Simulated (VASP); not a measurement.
# TiAl in VASP: further runs

TiAl is run at these levels: PBE, LDA, PBEsol; tasks: single point.

Everything below comes from runs of VASP 6.6.1. Logs are shortened: lines on timing, memory, paths and dates and some standing lists are left out, and cuts for length are marked.

## (1) The cell of the first run

The typed cell holds 2 atoms: a = 3.179 Å, b = 3.179 Å, c = 3.179 Å, α = 90.00°, β = 90.00°, γ = 90.00°.

## (2) Single point, PBE (atoms moved at random)

INCAR

```
ALGO = Fast
EDIFF = 1E-7
ENCUT = 520
GGA = PE
ISIF = 2
ISMEAR = -1
LASPH = T
LCHARG = F
LREAL = F
LWAVE = F
NBANDS = 14
NELM = 60
PREC = Accurate
SIGMA = 0.05
```

KPOINTS

```
k-points
0
Gamma
  8 8 8
```

POSCAR

```
TiAl
1.0
    3.1790640000      0.0000000000      0.0000000000
    0.0000000000      3.1790640000      0.0000000000
    0.0000000000      0.0000000000      3.1790640000
Ti Al
1 1
Direct
   -0.0011440000      0.0075800000      0.0017040000
    0.5093050000      0.5064700000      0.5006210000
```

Potentials or basis: VASP PAW PBE potentials, release 64 (Ti_sv, Al).

Command:

```
cat potpaw_PBE.64/Ti_sv/POTCAR potpaw_PBE.64/Al/POTCAR > POTCAR
mpirun -np 1 vasp_std > vasp.out
```

OUTCAR:

```text
EDIFF = 1E-7
   ENCUT = 520
   GGA = PE
   ISIF = 2
   ISMEAR = -1
   LASPH = T
   LREAL = F
   NELM = 60
   PREC = Accurate

 ion  position               nearest neighbor table
   1  0.999  0.008  0.002-   2 2.73   2 2.73   2 2.73   2 2.74   2 2.77   2 2.77   2 2.77   2 2.78

   2  0.509  0.506  0.501-   1 2.73   1 2.73   1 2.73   1 2.74   1 2.77   1 2.77   1 2.77   1 2.78

  LATTYP: Found a simple cubic cell.
 ALAT       =     3.1790640000

  Lattice vectors:

 A1 = (   3.1790640000,   0.0000000000,   0.0000000000)
 A2 = (   0.0000000000,   3.1790640000,   0.0000000000)
 A3 = (   0.0000000000,   0.0000000000,   3.1790640000)

Analysis of symmetry for initial positions (statically):
=====================================================================
 Subroutine PRICEL returns:
 Original cell was already a primitive cell.

 Routine SETGRP: Setting up the symmetry group for a
 simple cubic supercell.

 Subroutine GETGRP returns: Found  1 space group operations
 (whereof  1 operations were pure point group operations)
 out of a pool of 48 trial point group operations.

The static configuration has the point symmetry C_1 .

Analysis of symmetry for dynamics (positions and initial velocities):
=====================================================================
 Subroutine PRICEL returns:
 Original cell was already a primitive cell.

 Routine SETGRP: Setting up the symmetry group for a
 simple cubic supercell.

 Subroutine GETGRP returns: Found  1 space group operations
 (whereof  1 operations were pure point group operations)
 out of a pool of 48 trial point group operations.

The dynamic configuration has the point symmetry C_1 .

 Subroutine INISYM returns: Found  1 space group operations
 (whereof  1 operations are pure point group operations),
 and found     1 'primitive' translations

----------------------------------------------------------------------------------------

                                     Primitive cell

  volume of cell :      32.1290

  direct lattice vectors                    reciprocal lattice vectors
     3.179064000  0.000000000  0.000000000     0.314557996  0.000000000  0.000000000
     0.000000000  3.179064000  0.000000000     0.000000000  0.314557996  0.000000000
     0.000000000  0.000000000  3.179064000     0.000000000  0.000000000  0.314557996

  length of vectors
     3.179064000  3.179064000  3.179064000     0.314557996  0.314557996  0.314557996

  position of ions in fractional coordinates (direct lattice)
     0.998856000  0.007580000  0.001704000
     0.509305000  0.506470000  0.500621000

  ion indices of the primitive-cell ions
   primitive index   ion index
                 1           1
                 2           2

----------------------------------------------------------------------------------------

 KPOINTS: k-points

Automatic generation of k-mesh.
 Grid dimensions read from file:
 generate k-points for:    8    8    8

 Generating k-lattice:

  Cartesian coordinates                     Fractional coordinates (reciprocal lattice)
     0.039319749  0.000000000  0.000000000     0.125000000  0.000000000  0.000000000
     0.000000000  0.039319749  0.000000000     0.000000000  0.125000000  0.000000000
     0.000000000  0.000000000  0.039319749     0.000000000  0.000000000  0.125000000

  Length of vectors
     0.039319749  0.039319749  0.039319749

  Shift w.r.t. Gamma in fractional coordinates (k-lattice)
     0.000000000  0.000000000  0.000000000

 Subroutine IBZKPT returns following result:
 ===========================================

 Found    260 irreducible k-points:

 Following reciprocal coordinates:
            Coordinates               Weight
  0.000000  0.000000  0.000000      1.000000
  0.125000  0.000000  0.000000      2.000000
  0.000000  0.125000  0.000000      2.000000
  0.000000  0.000000  0.125000      2.000000
  0.250000  0.000000  0.000000      2.000000
  0.000000  0.250000  0.000000      2.000000
[... 16 lines left out ...]
 -0.125000  0.250000  0.000000      2.000000
 -0.250000  0.000000  0.125000      2.000000
 [... further k-points ...]
   k-points           NKPTS =    260   k-points in BZ     NKDIM =    260   number of bands    NBANDS=     14
   number of dos      NEDOS =    301   number of ions     NIONS =      2
   total plane-waves  NPLWV =  13824
   dimension x,y,z NGX =    24 NGY =   24 NGZ =   24
   dimension x,y,z NGXF=    48 NGYF=   48 NGZF=   48
   ions per type =               1   1
   NGX,Y,Z   is equivalent  to a cutoff of  12.55, 12.55, 12.55 a.u.
   NGXF,Y,Z  is equivalent  to a cutoff of  25.10, 25.10, 25.10 a.u.
 SYSTEM =  unknown system
   PREC   = accura    normal or accurate (medium, high low for compatibility)
   ISTART =      0    job   : 0-new  1-cont  2-samecut
   ICHARG =      2    charge: 1-file 2-atom 10-const
   ISPIN  =      1    spin polarized calculation?
   LNONCOLLINEAR =      F non collinear calculations
   LSORBIT =      F    spin-orbit coupling
   LASPH  =      T    aspherical Exc in radial PAW
   ENCUT  =  520.0 eV  38.22 Ry    6.18 a.u.   5.91  5.91  5.91*2*pi/ulx,y,z
   NELM   =     60;   NELMIN=  2; NELMDL= -5     # of ELM steps
   EDIFF  = 0.1E-06   stopping-criterion for ELM
   LREAL  =      F    real-space projection
   EDIFFG = 0.1E-05   stopping-criterion for IOM
   NSW    =      0    number of steps for IOM
   IBRION =     -1    ionic relax: 0-MD 1-quasi-New 2-CG
   NFREE  =      0    steps in history (QN), initial steepest desc. (CG)
   ISIF   =      2    stress and relaxation
   ISYM   =      2    0-nonsym 1-usesym 2-fastsym
   POTIM  = 0.5000    time-step for ionic-motion
   TEBEG  =    0.0;   TEEND  =   0.0 temperature during run
   PSTRESS=    0.0 pullay stress
   NELECT =      15.0000    total number of electrons
   NUPDOWN=      -1.0000    fix difference up-down
   EMIN   =  10.00;   EMAX   =-10.00  energy-range for DOS
   EFERMI =   0.00;   METHOD = LEGACY
   ISMEAR =    -1;   SIGMA  =   0.05  broadening in eV -4-tet -1-fermi 0-gaus
   EFERMI_NEDOS =   21; number of points for ismear=-14 and -15
   IALGO  =     68    algorithm
   IMIX   =      4    mixing-type and parameters
     AMIX     =   0.40;   BMIX     =  1.00
     AMIX_MAG =   1.60;   BMIX_MAG =  1.00
  volume/ion in A,a.u.               =      16.06       108.41
  Fermi-wavevector in a.u.,A,eV,Ry     =   1.270007  2.399964 21.945065  1.612917
  Thomas-Fermi vector in A             =   2.403017
   LORBIT       =      0    0 simple, 1 ext, 2 COOP (PROOUT), +10 PAW based schemes
   GGA     = PE    functional components
   LHFCALC =     F    Hartree Fock is set to
   AEXX    =    0.0000 exact exchange contribution
   IVDW    =     0    specifies the selected vdW correction
   LEPSILON=     F    determine dielectric tensor
   LRPA    =     F    only Hartree local field effects (RPA)
 non-spin polarized calculation
 RMM-DIIS sequential band-by-band and
  energy-cutoff  :      520.00
  volume of cell :       32.13
 maximum number of plane-waves:       912
   NGX = 11   NGY = 11   NGZ = 11

 number of electron      14.9999995 magnetization

 Free energy of the ion-electron system (eV)
  ---------------------------------------------------
  ext. energy  EPLUGINS =         0.00000000
  ---------------------------------------------------
  free energy    TOTEN  =       -12.11113533 eV

  energy without entropy =      -12.08826548  energy(sigma->0) =      -12.09970040

 E-fermi :   8.7753     XC(G=0): -11.0866

 val. band max:        8.7492279285   @ k =   0.3750   0.1250   0.1250
 cond. band min:       8.7807618297   @ k =  -0.3750   0.3750   0.2500
 fundamental gap:      0.0315339012
 Fermi energy:         8.7753120097

 k-point     1 :       0.0000    0.0000    0.0000
  band No.  band energies     occupation
      1     -48.1241      2.00000
      2     -24.3253      2.00000
      3     -24.3253      2.00000
      4     -24.3252      2.00000
      5      -0.5006      2.00000
      6       7.3340      2.00000
      7       7.3341      2.00000
      8      10.5779      0.00000
      9      10.5783      0.00000
     10      10.5784      0.00000
     11      13.1899      0.00000
     12      13.1900      0.00000
     13      13.1921      0.00000
     14      17.5717      0.00000

 k-point     2 :       0.1250    0.0000    0.0000
  band No.  band energies     occupation
      1     -48.1219      2.00000
      2     -24.3505      2.00000
      3     -24.3231      2.00000
      4     -24.3231      2.00000
      5      -0.2524      2.00000
      6       7.1822      2.00000
      7       7.4441      2.00000
      8      10.1975      0.00000
      9      10.1976      0.00000
     10      10.6067      0.00000
     11      12.3325      0.00000
     12      13.7545      0.00000
     13      13.7545      0.00000
     14      17.2502      0.00000

 k-point     3 :       0.0000    0.1250    0.0000
  band No.  band energies     occupation
      1     -48.1219      2.00000
      2     -24.3506      2.00000
      3     -24.3231      2.00000
      4     -24.3230      2.00000
      5      -0.2524      2.00000
      6       7.1823      2.00000
      7       7.4442      2.00000
      8      10.1963      0.00000
      9      10.1981      0.00000
     10      10.6077      0.00000
     11      12.3293      0.00000
     12      13.7548      0.00000
     13      13.7586      0.00000
     14      17.2479      0.00000
[... 324 lines left out ...]
 k-point    23 :      -0.1250    0.2500    0.0000
  band No.  band energies     occupation
      1     -48.1146      2.00000
      2     -24.4083      2.00000
      3     -24.3422      2.00000
      4     -24.3156      2.00000
      5       0.6981      2.00000
      6       6.5384      2.00000
      7       7.6289      2.00000
      8       9.2090      0.00034
      9       9.6004      0.00000
     10      10.4196      0.00000
     11      11.7830      0.00000
     12      13.8455      0.00000
     13      15.3672      0.00000
     14      16.9888      0.00000

 k-point    24 :      -0.2500    0.0000    0.1250
  band No.  band energies     occupation
      1     -48.1146      2.00000
      2     -24.4082      2.00000
      3     -24.3423      2.00000
      4     -24.3156      2.00000
      5       0.6980      2.00000
      6       6.5383      2.00000
      7       7.6287      2.00000
      8       9.2088      0.00034
      9       9.6019      0.00000
     10      10.4186      0.00000
     11      11.7847      0.00000
     12      13.8440      0.00000
     13      15.3665      0.00000
     14      16.9912      0.00000

 [... further k-points ...]
[... 5 lines left out ...]
  --------------------------------------------------------------------------------------
  -------------------------------------------------------------------------------------
  Total        0.1685653      0.1786655      0.1788898     -0.0019004      0.0002032     -0.0018448
  in kB        8.4058359      8.9095015      8.9206898     -0.0947658      0.0101327     -0.0919937
  external PRESSURE =       8.7453424 kB  Pullay stress =       0.0000000 kB

 VOLUME and BASIS-vectors are now :
 -----------------------------------------------------------------------------
  energy-cutoff  :      520.00
  volume of cell :       32.13
      direct lattice vectors                 reciprocal lattice vectors
     3.179064000  0.000000000  0.000000000     0.314557996  0.000000000  0.000000000
     0.000000000  3.179064000  0.000000000     0.000000000  0.314557996  0.000000000
     0.000000000  0.000000000  3.179064000     0.000000000  0.000000000  0.314557996

 POSITION                                       TOTAL-FORCE (eV/Angst)
 -----------------------------------------------------------------------------------
      3.17543      0.02410      0.00542         0.210281     -0.022349     -0.021799
      1.61911      1.61010      1.59151        -0.210281      0.022349      0.021799
 -----------------------------------------------------------------------------------
    total drift:                               -0.000003      0.000082      0.000106

  FREE ENERGIE OF THE ION-ELECTRON SYSTEM (eV)
  ---------------------------------------------------
  free  energy   TOTEN  =       -12.1111353288 eV

  energy  without entropy=      -12.0882654789  energy(sigma->0) =      -12.09970040
```

Run time: 68 s. Hardware: 1 thread of Intel Xeon 6975P-C (Granite Rapids), shared host; peak memory 0.23 GiB.

Results:

| Quantity | Value |
| --- | --- |
| Free energy | -12.1111 eV |
| Pressure | 0.9 GPa |
| Largest force | 0.213 eV/Å |

Forces in eV/Å, atoms in the order of the input:
```
Ti   0.210 -0.022 -0.022
Al  -0.210  0.022  0.022
```

Caveat: the cell differs from its parent crystal (atoms moved at random).

(Continued in part 2 of 2.)
